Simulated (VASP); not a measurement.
Crystal: Ta2Al3.

```
Ta Al
1.0
     4.36251    0.00000    0.00000
    -2.18126    3.77805    0.00000
     0.00000    0.00000    5.48227
Ta Al
2 3
Direct
  0.00000 0.00000 0.43198
  0.00000 0.00000 0.81360
  0.50000 0.00000 0.66387
  0.00000 0.50000 0.66387
  0.50000 0.50000 0.66387
```

- Program: VASP 6.6.1
- Task: relaxation of cell and atoms
- Functional: PBE
- Potentials or basis: VASP PAW PBE potentials, release 64 (Ta_pv, Al)
- Cutoff: 600 eV
- k mesh: 6 × 6 × 4
- Occupations: gaussian, width 0.1 eV
- Spin: no spin polarisation

At the start: pressure 79.7 GPa; volume 18.07 Å³/atom.

Task: How do energy, volume and symmetry change on relaxing?

Result: Over 21 steps the energy falls by 2068.6 meV/atom and the volume is 23.98 Å³/atom (+32.7 %); space group P6mm (No. 183, to 0.05 Å).

The path:
| step | energy change (eV) | largest force (eV/Å) | pressure (GPa) | volume (Å³) |
| --- | --- | --- | --- | --- |
| 1 | 0.0000 | 18.5917 | 79.72 | 90.36 |
| 2 | -0.7748 | 0.4878 | -6.30 | 265.10 |
| 3 | -1.9424 | 1.2108 | -8.45 | 235.78 |
| 4 | -3.2188 | 0.9411 | -10.27 | 210.25 |
| 5 | -7.9633 | 2.1459 | -7.94 | 142.08 |
| 6 | -8.5808 | 2.1977 | 9.29 | 114.30 |
| 7 | -8.7198 | 2.7117 | -0.63 | 125.54 |
| 8 | -8.7575 | 2.6703 | 1.41 | 122.67 |
| 9 | -8.7601 | 2.6555 | 1.97 | 121.96 |
| 10 | -9.8208 | 1.9834 | -2.64 | 128.33 |
| 11 | -10.0311 | 0.6376 | -3.94 | 131.50 |
| 12 | -10.0915 | 2.1505 | 2.38 | 121.15 |
| 13 | -10.1394 | 0.9838 | -0.36 | 125.11 |
| 14 | -10.2113 | 0.6319 | 0.39 | 121.93 |
| 15 | -10.2079 | 0.6185 | 5.45 | 112.51 |
| 16 | -10.2617 | 0.3824 | 1.55 | 118.53 |
| 17 | -10.2739 | 0.1373 | 2.85 | 115.99 |
| 18 | -10.3073 | 0.2769 | 2.34 | 116.32 |
| 19 | -10.3118 | 0.4994 | 2.17 | 116.48 |
| 20 | -10.3355 | 0.2652 | 1.02 | 118.18 |
| 21 | -10.3432 | 0.0352 | -0.06 | 119.92 |

Final structure:
```cif
data_structure
_symmetry_space_group_name_H-M 'P 1'
_symmetry_Int_Tables_number 1
_cell_length_a 5.3469
_cell_length_b 5.3469
_cell_length_c 4.8435
_cell_angle_alpha 90.000
_cell_angle_beta 90.000
_cell_angle_gamma 120.000
_cell_volume 119.92
loop_
_atom_site_label
_atom_site_type_symbol
_atom_site_fract_x
_atom_site_fract_y
_atom_site_fract_z
_atom_site_occupancy
Ta1 Ta 0.00000 0.00000 0.39797 1
Ta2 Ta 0.00000 0.00000 0.88413 1
Al1 Al 0.50000 0.00000 0.65169 1
Al2 Al 0.00000 0.50000 0.65169 1
Al3 Al 0.50000 0.50000 0.65169 1
```

Caveat: the volume moved by over 15 % at a fixed basis, so the end points are rough.
